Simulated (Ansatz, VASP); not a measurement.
Two plane-wave programs on AlCu5

```
Al Cu
1.0
     6.31075    0.00000    0.00000
     0.00000    6.31075    0.00000
     0.00000    0.00000    2.51592
Al Cu
1 5
Direct
  0.50000 0.50000 0.00000
  0.32022 0.00000 0.50000
  0.67978 0.00000 0.50000
  0.00000 0.32022 0.50000
  0.00000 0.67978 0.50000
  0.00000 0.00000 0.00000
```

Alike in both runs: task relaxation of cell and atoms; functional PBE; k mesh 4 × 4 × 6; occupations gaussian, width 0.1 eV; no spin polarisation.

```csv
,VASP,Ansatz
version,VASP 6.6.1,Ansatz 0.2.0
potentials or method,"VASP PAW PBE potentials, release 64 (Al, Cu), cutoff 600 eV","scalar-relativistic, plane waves, PAW"
valence electrons in the cell,58,98
```

```tsv
	VASP	Ansatz	Ansatz less VASP
gap on the k mesh at the Fermi level, each at its own relaxed structure (eV)	none	none	-
relaxed volume (Å³/atom)	16.71	16.63	-0.078
relaxed length of the cell vector where the two differ most in proportion (Å)	6.302	6.281	-0.0212
```

A gap of «none» marks a metal or a gap that the smearing closes. VASP's potentials hold 58 valence electrons a cell and Ansatz's 98, so a difference there can come from the potentials and not from the codes.

The k mesh is coarse, so the values compare programs but aren't converged.
